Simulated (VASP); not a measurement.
# Hg (Fd-3m) in VASP: further runs

Runs on Hg. Level: PBE. Tasks: single point.

Program: VASP 6.6.1. These are calculated values, not measurements. Logs are shortened: lines on timing, memory, paths and dates and some standing lists are left out, and cuts for length are marked.

**1. The cell of the first run**

Symmetry: Fd-3m, No. 227, cubic system. The conventional cell has a = 7.725 Å, b = 7.725 Å, c = 7.725 Å, α = 90.00°, β = 90.00°, γ = 90.00°. Hg (site symmetry -43m) has 4 Hg at 3.35 Å within 4.4 Å.

**2. Single point, PBE**

INCAR reads:

```
SYSTEM = Hg
PREC = Accurate
ENCUT = 520
EDIFF = 1E-6
ISMEAR = -1
SIGMA = 0.06122561905347299
LREAL = .FALSE.
LASPH = .TRUE.
NELM = 80
ALGO = Normal
ISIF = 2
LWAVE = .FALSE.
LCHARG = .FALSE.
GGA = PE
NBANDS = 19
```

KPOINTS reads:

```
Automatic mesh
0
G
  13 13 13
  0 0 0
```

POSCAR reads:

```
Hg
1.0
    0.0000000000      3.8627220144      3.8627220144
    3.8627220144      0.0000000000      3.8627220144
    3.8627220144      3.8627220144      0.0000000000
Hg
2
Direct
    0.0000000000      0.0000000000      0.0000000000
    0.2500000000      0.2500000000      0.2500000000
```

Potentials or basis: VASP PAW PBE potentials, release 64 (Hg).

Run with:

```bash
$ cat potpaw_PBE.64/Hg/POTCAR > POTCAR
$ mpirun -np 1 vasp_std > vasp.out
```

OUTCAR:

```text
SYSTEM = Hg
   PREC = Accurate
   ENCUT = 520
   EDIFF = 1E-6
   ISMEAR = -1
   LREAL = .FALSE.
   LASPH = .TRUE.
   NELM = 80
   ISIF = 2
   GGA = PE

 ion  position               nearest neighbor table
   1  0.000  0.000  0.000-   2 3.35   2 3.35   2 3.35   2 3.35
   2  0.250  0.250  0.250-   1 3.35   1 3.35   1 3.35   1 3.35

  LATTYP: Found a face centered cubic cell.
 ALAT       =     7.7254440288

  Lattice vectors:

 A1 = (   0.0000000000,   3.8627220144,   3.8627220144)
 A2 = (   3.8627220144,   0.0000000000,   3.8627220144)
 A3 = (   3.8627220144,   3.8627220144,   0.0000000000)

Analysis of symmetry for initial positions (statically):
=====================================================================
 Subroutine PRICEL returns:
 Original cell was already a primitive cell.

 Routine SETGRP: Setting up the symmetry group for a
 face centered cubic supercell.

 Subroutine GETGRP returns: Found 48 space group operations
 (whereof 24 operations were pure point group operations)
 out of a pool of 48 trial point group operations.

The static configuration has the point symmetry T_d .
 The point group associated with its full space group is O_h .

Analysis of symmetry for dynamics (positions and initial velocities):
=====================================================================
 Subroutine PRICEL returns:
 Original cell was already a primitive cell.

 Routine SETGRP: Setting up the symmetry group for a
 face centered cubic supercell.

 Subroutine GETGRP returns: Found 48 space group operations
 (whereof 24 operations were pure point group operations)
 out of a pool of 48 trial point group operations.

The dynamic configuration has the point symmetry T_d .
 The point group associated with its full space group is O_h .

 Subroutine INISYM returns: Found 48 space group operations
 (whereof 24 operations are pure point group operations),
 and found     1 'primitive' translations

----------------------------------------------------------------------------------------

                                     Primitive cell

  volume of cell :     115.2684

  direct lattice vectors                    reciprocal lattice vectors
     0.000000000  3.862722014  3.862722014    -0.129442398  0.129442398  0.129442398
     3.862722014  0.000000000  3.862722014     0.129442398 -0.129442398  0.129442398
     3.862722014  3.862722014  0.000000000     0.129442398  0.129442398 -0.129442398

  length of vectors
     5.462713860  5.462713860  5.462713860     0.224200810  0.224200810  0.224200810

  position of ions in fractional coordinates (direct lattice)
     0.000000000  0.000000000  0.000000000
     0.250000000  0.250000000  0.250000000

  ion indices of the primitive-cell ions
   primitive index   ion index
                 1           1
                 2           2

----------------------------------------------------------------------------------------

 KPOINTS: Automatic mesh

Automatic generation of k-mesh.
 Grid dimensions read from file:
 generate k-points for:   13   13   13

 Generating k-lattice:

  Cartesian coordinates                     Fractional coordinates (reciprocal lattice)
    -0.009957108  0.009957108  0.009957108     0.076923077  0.000000000  0.000000000
     0.009957108 -0.009957108  0.009957108     0.000000000  0.076923077  0.000000000
     0.009957108  0.009957108 -0.009957108     0.000000000  0.000000000  0.076923077

  Length of vectors
     0.017246216  0.017246216  0.017246216

  Shift w.r.t. Gamma in fractional coordinates (k-lattice)
     0.000000000  0.000000000  0.000000000

 Subroutine IBZKPT returns following result:
 ===========================================

 Found     84 irreducible k-points:

 Following reciprocal coordinates:
            Coordinates               Weight
  0.000000  0.000000  0.000000      1.000000
  0.076923  0.000000  0.000000      8.000000
  0.153846  0.000000  0.000000      8.000000
  0.230769  0.000000  0.000000      8.000000
  0.307692  0.000000  0.000000      8.000000
  0.384615  0.000000  0.000000      8.000000
[... 16 lines left out ...]
  0.384615  0.153846  0.000000     24.000000
  0.461538  0.153846  0.000000     24.000000
 [... further k-points ...]
   k-points           NKPTS =     84   k-points in BZ     NKDIM =     84   number of bands    NBANDS=     19
   number of dos      NEDOS =    301   number of ions     NIONS =      2
   total plane-waves  NPLWV =  74088
   dimension x,y,z NGX =    42 NGY =   42 NGZ =   42
   dimension x,y,z NGXF=    84 NGYF=   84 NGZF=   84
   ions per type =               2
   NGX,Y,Z   is equivalent  to a cutoff of  12.78, 12.78, 12.78 a.u.
   NGXF,Y,Z  is equivalent  to a cutoff of  25.56, 25.56, 25.56 a.u.
 SYSTEM =  Hg
   PREC   = accura    normal or accurate (medium, high low for compatibility)
   ISTART =      0    job   : 0-new  1-cont  2-samecut
   ICHARG =      2    charge: 1-file 2-atom 10-const
   ISPIN  =      1    spin polarized calculation?
   LNONCOLLINEAR =      F non collinear calculations
   LSORBIT =      F    spin-orbit coupling
   LASPH  =      T    aspherical Exc in radial PAW
   ENCUT  =  520.0 eV  38.22 Ry    6.18 a.u.  10.16 10.16 10.16*2*pi/ulx,y,z
   NELM   =     80;   NELMIN=  2; NELMDL= -5     # of ELM steps
   EDIFF  = 0.1E-05   stopping-criterion for ELM
   LREAL  =      F    real-space projection
   EDIFFG = 0.1E-04   stopping-criterion for IOM
   NSW    =      0    number of steps for IOM
   IBRION =     -1    ionic relax: 0-MD 1-quasi-New 2-CG
   NFREE  =      0    steps in history (QN), initial steepest desc. (CG)
   ISIF   =      2    stress and relaxation
   ISYM   =      2    0-nonsym 1-usesym 2-fastsym
   POTIM  = 0.5000    time-step for ionic-motion
   TEBEG  =    0.0;   TEEND  =   0.0 temperature during run
   PSTRESS=    0.0 pullay stress
   NELECT =      24.0000    total number of electrons
   NUPDOWN=      -1.0000    fix difference up-down
   EMIN   =  10.00;   EMAX   =-10.00  energy-range for DOS
   EFERMI =   0.00;   METHOD = LEGACY
   ISMEAR =    -1;   SIGMA  =   0.06  broadening in eV -4-tet -1-fermi 0-gaus
   EFERMI_NEDOS =   21; number of points for ismear=-14 and -15
   IALGO  =     38    algorithm
   IMIX   =      4    mixing-type and parameters
     AMIX     =   0.40;   BMIX     =  1.00
     AMIX_MAG =   1.60;   BMIX_MAG =  1.00
  volume/ion in A,a.u.               =      57.63       388.93
  Fermi-wavevector in a.u.,A,eV,Ry     =   0.970305  1.833611 12.809785  0.941493
  Thomas-Fermi vector in A             =   2.100430
   LORBIT       =      0    0 simple, 1 ext, 2 COOP (PROOUT), +10 PAW based schemes
   GGA     = PE    functional components
   LHFCALC =     F    Hartree Fock is set to
   AEXX    =    0.0000 exact exchange contribution
   IVDW    =     0    specifies the selected vdW correction
   LEPSILON=     F    determine dielectric tensor
   LRPA    =     F    only Hartree local field effects (RPA)
 non-spin polarized calculation
  energy-cutoff  :      520.00
  volume of cell :      115.27
 maximum number of plane-waves:      3123
 NGX is ok and might be reduce to    42
   NGX = 21   NGY = 21   NGZ = 21

 number of electron      23.9999998 magnetization

 Free energy of the ion-electron system (eV)
  ---------------------------------------------------
  ext. energy  EPLUGINS =         0.00000000
  ---------------------------------------------------
  free energy    TOTEN  =        -0.21618131 eV

  energy without entropy =       -0.21607952  energy(sigma->0) =       -0.21613041

 E-fermi :  -0.7338     XC(G=0):  -6.2717

 val. band max:       -0.9068761726   @ k =   0.0000   0.0000   0.0000
 cond. band min:      -0.3107814194   @ k =  -0.3077   0.3846   0.0769
 fundamental gap:      0.5960947532
 Fermi energy:        -0.7337833810

 k-point     1 :       0.0000    0.0000    0.0000
  band No.  band energies     occupation
      1      -7.6263      2.00000
      2      -7.6263      2.00000
      3      -7.6263      2.00000
      4      -7.5916      2.00000
      5      -7.5916      2.00000
      6      -7.1553      2.00000
[... 11 lines left out ...]
     18       3.8883      0.00000
     19       4.6039      0.00000

 k-point     2 :       0.0769    0.0000    0.0000
  band No.  band energies     occupation
      1      -7.6382      2.00000
      2      -7.6382      2.00000
      3      -7.6266      2.00000
      4      -7.5763      2.00000
      5      -7.5763      2.00000
      6      -7.1709      2.00000
[... 11 lines left out ...]
     18       4.0177      0.00000
     19       5.0720      0.00000

 k-point     3 :       0.1538    0.0000    0.0000
  band No.  band energies     occupation
      1      -7.6541      2.00000
      2      -7.6541      2.00000
      3      -7.6276      2.00000
      4      -7.5515      2.00000
      5      -7.5515      2.00000
      6      -7.2065      2.00000
[... 11 lines left out ...]
     18       4.2880      0.00000
     19       5.8434      0.00000

 k-point     4 :       0.2308    0.0000    0.0000
  band No.  band energies     occupation
      1      -7.6647      2.00000
      2      -7.6647      2.00000
      3      -7.6290      2.00000
      4      -7.5300      2.00000
      5      -7.5300      2.00000
      6      -7.2457      2.00000
[... 11 lines left out ...]
     18       4.7356      0.00000
     19       6.1365      0.00000

 k-point     5 :       0.3077    0.0000    0.0000
  band No.  band energies     occupation
      1      -7.6695      2.00000
      2      -7.6695      2.00000
      3      -7.6307      2.00000
      4      -7.5162      2.00000
      5      -7.5162      2.00000
      6      -7.2795      2.00000
[... 11 lines left out ...]
     18       5.4594      0.00000
     19       5.9903      0.00000
[... 334 lines left out ...]
      2      -7.6480      2.00000
      3      -7.6425      2.00000
      4      -7.5425      2.00000
      5      -7.4865      2.00000
      6      -7.3187      2.00000
[... 11 lines left out ...]
     18       5.2694      0.00000
     19       6.2643      0.00000

 k-point    22 :       0.3077    0.1538    0.0000
  band No.  band energies     occupation
      1      -7.6895      2.00000
      2      -7.6567      2.00000
      3      -7.6388      2.00000
      4      -7.5218      2.00000
      5      -7.4655      2.00000
      6      -7.3462      2.00000
[... 11 lines left out ...]
     18       5.4611      0.00000
     19       6.5757      0.00000

 k-point    23 :       0.3846    0.1538    0.0000
  band No.  band energies     occupation
      1      -7.6981      2.00000
      2      -7.6641      2.00000
      3      -7.6296      2.00000
      4      -7.5034      2.00000
      5      -7.4566      2.00000
      6      -7.3599      2.00000
[... 11 lines left out ...]
     18       5.4812      0.00000
     19       6.8737      0.00000

 k-point    24 :       0.4615    0.1538    0.0000
  band No.  band energies     occupation
      1      -7.7038      2.00000
      2      -7.6713      2.00000
      3      -7.6171      2.00000
      4      -7.4870      2.00000
      5      -7.4619      2.00000
      6      -7.3628      2.00000
[... 11 lines left out ...]
     18       5.6628      0.00000
     19       7.0109      0.00000

 [... further k-points ...]
[... 5 lines left out ...]
  --------------------------------------------------------------------------------------
  -------------------------------------------------------------------------------------
  Total       -0.0376666     -0.0376666     -0.0376666      0.0000000      0.0000000      0.0000000
  in kB       -0.5235479     -0.5235479     -0.5235479      0.0000000      0.0000000      0.0000000
  external PRESSURE =      -0.5235479 kB  Pullay stress =       0.0000000 kB

 VOLUME and BASIS-vectors are now :
 -----------------------------------------------------------------------------
  energy-cutoff  :      520.00
  volume of cell :      115.27
      direct lattice vectors                 reciprocal lattice vectors
     0.000000000  3.862722014  3.862722014    -0.129442398  0.129442398  0.129442398
     3.862722014  0.000000000  3.862722014     0.129442398 -0.129442398  0.129442398
     3.862722014  3.862722014  0.000000000     0.129442398  0.129442398 -0.129442398

 POSITION                                       TOTAL-FORCE (eV/Angst)
 -----------------------------------------------------------------------------------
      0.00000      0.00000      0.00000         0.000000      0.000000      0.000000
      1.93136      1.93136      1.93136        -0.000000     -0.000000     -0.000000
 -----------------------------------------------------------------------------------
    total drift:                               -0.000000     -0.000000     -0.000000

  FREE ENERGIE OF THE ION-ELECTRON SYSTEM (eV)
  ---------------------------------------------------
  free  energy   TOTEN  =        -0.2161813076 eV

  energy  without entropy=       -0.2160795179  energy(sigma->0) =       -0.21613041
```

Wall time 2.2 min (1 thread of AMD EPYC 7R13 (Zen 3), shared host); peak memory 0.31 GiB.

Results:

* Free energy: -0.2162 eV
* Pressure: -0.1 GPa
* Band gap on the k mesh: 0.60 eV, indirect (least direct gap 2.99 eV)

Levels at points of the mesh, in eV from the valence-band top:
```csv
k point,band 8,band 9,band 10,band 11,band 12,band 13,band 14,band 15,band 16,band 17
"(0.00, 0.00, 0.00)",-6.25,-6.17,-6.17,-5.66,0.00,3.51,3.51,3.51,4.80,4.80
```

Caveat: spin-orbit coupling is left out, which moves the levels of the heavy elements. A k mesh can miss the band edges.

**3. Single point, PBE**

This run uses another cell than the first one, of 58.76 Å³/atom, 1.020 times its volume.

INCAR reads:

```
SYSTEM = Hg
PREC = Accurate
ENCUT = 520
EDIFF = 1E-6
ISMEAR = -1
SIGMA = 0.06122561905347299
LREAL = .FALSE.
LASPH = .TRUE.
NELM = 100
ALGO = Normal
ISIF = 2
LWAVE = .FALSE.
LCHARG = .TRUE.
GGA = PE
LELF = .TRUE.
LVHAR = .TRUE.
NBANDS = 19
```

KPOINTS reads:

```
regular mesh
0
G
  13 13 13
  0 0 0
```

POSCAR reads:

```
Hg
1.0
    0.0000000000      3.8878053278      3.8878053278
    3.8878053278      0.0000000000      3.8878053278
    3.8878053278      3.8878053278      0.0000000000
Hg
2
Direct
    0.0000000000      0.0000000000      0.0000000000
    0.2500000000      0.2500000000      0.2500000000
```

Potentials or basis: VASP PAW PBE potentials, release 64 (Hg).

Run with:

```bash
$ cat potpaw_PBE.64/Hg/POTCAR > POTCAR
$ mpirun -np 1 vasp_std > vasp.out
```

It took 2 min on 1 thread of AMD EPYC 7R13 (Zen 3), shared host; peak memory 0.32 GiB.

It converged, with:

| Property | Result |
| --- | --- |
| Free energy | -0.2158 eV |
| Pressure | -0.1 GPa |
| Band gap on the k mesh | 0.72 eV, indirect (least direct gap 3.04 eV) |

Levels at points of the mesh, in eV from the valence-band top:
| k point | band 9 | band 10 | band 11 | band 12 | band 13 | band 14 | band 15 | band 16 |
| --- | --- | --- | --- | --- | --- | --- | --- | --- |
| (0.00, 0.00, 0.00) | -6.08 | -6.08 | -5.50 | 0.00 | 3.56 | 3.56 | 3.56 | 4.84 |

Caveat: spin-orbit coupling is left out, which moves the levels of the heavy elements. A k mesh can miss the band edges.
